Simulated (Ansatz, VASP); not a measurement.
ScIr2: VASP beside Ansatz

INCAR

```
PREC = Accurate
ENCUT = 520
EDIFF = 1E-6
ISMEAR = 0
SIGMA = 0.1
LREAL = False
LASPH = True
NELM = 60
ALGO = Normal
ISIF = 2
LWAVE = False
LCHARG = False
NBANDS = 38
```

File KPOINTS:

```
Automatic mesh
0
Gamma
  6 6 6
```

Contents of POSCAR:

```
ScIr2
1.0
    0.0000000000      3.7063717120      3.7063717120
    3.7063717120      0.0000000000      3.7063717120
    3.7063717120      3.7063717120      0.0000000000
Sc Ir
2 4
Direct
    0.0000000000      0.0000000000      0.0000000000
    0.2500000000      0.2500000000      0.2500000000
    0.6250000000      0.6250000000      0.6250000000
    0.1250000000      0.6250000000      0.6250000000
    0.6250000000      0.6250000000      0.1250000000
    0.6250000000      0.1250000000      0.6250000000
```

Input for Ansatz:

```yaml
crystal:
  lattice:
    - [0.0, 3.7063717120418995, 3.7063717120418995]
    - [3.7063717120418995, 0.0, 3.7063717120418995]
    - [3.7063717120418995, 3.7063717120418995, 0.0]
  atoms:
    - { symbol: Sc, position: [0.0, 0.0, 0.0] }
    - { symbol: Sc, position: [0.25, 0.25, 0.25] }
    - { symbol: Ir, position: [0.625, 0.625, 0.625] }
    - { symbol: Ir, position: [0.125, 0.625, 0.625] }
    - { symbol: Ir, position: [0.625, 0.625, 0.125] }
    - { symbol: Ir, position: [0.625, 0.125, 0.625] }
basis:
  ecutwfc: 510.0
kpoints:
  mp_grid:
    grid: [6, 6, 6]
hamiltonian:
  xc: lda
scf:
  max_iter: 80
  convergence:
    dr2_threshold: 1.0e-09
  occupations:
    method: gaussian
    width: 0.1
output:
  stress: true
```

Alike in both runs: task single point; functional LDA; k mesh 6 × 6 × 6; occupations gaussian, width 0.1 eV; no spin polarisation.

```csv
,VASP,Ansatz
version,VASP 6.6.1,Ansatz 0.2.0
potentials or method,"VASP PAW LDA potentials, release 64 (Sc_sv, Ir), cutoff 520 eV","plane waves, PAW"
valence electrons in the cell,58,90
```

Ansatz gave:

| Quantity | Value |
| --- | --- |
| pressure (GPa) | -12.4 |

Estimate VASP's values.

pressure (GPa): -11.2.

LDA's correlation is that of Perdew and Zunger in VASP and of Perdew and Wang (1992) in Ansatz. VASP's potentials hold 58 valence electrons a cell and Ansatz's 90, so a difference there can come from the potentials and not from the codes. Ansatz's warnings: stress scf threshold loose.

Spin-orbit coupling is off throughout.
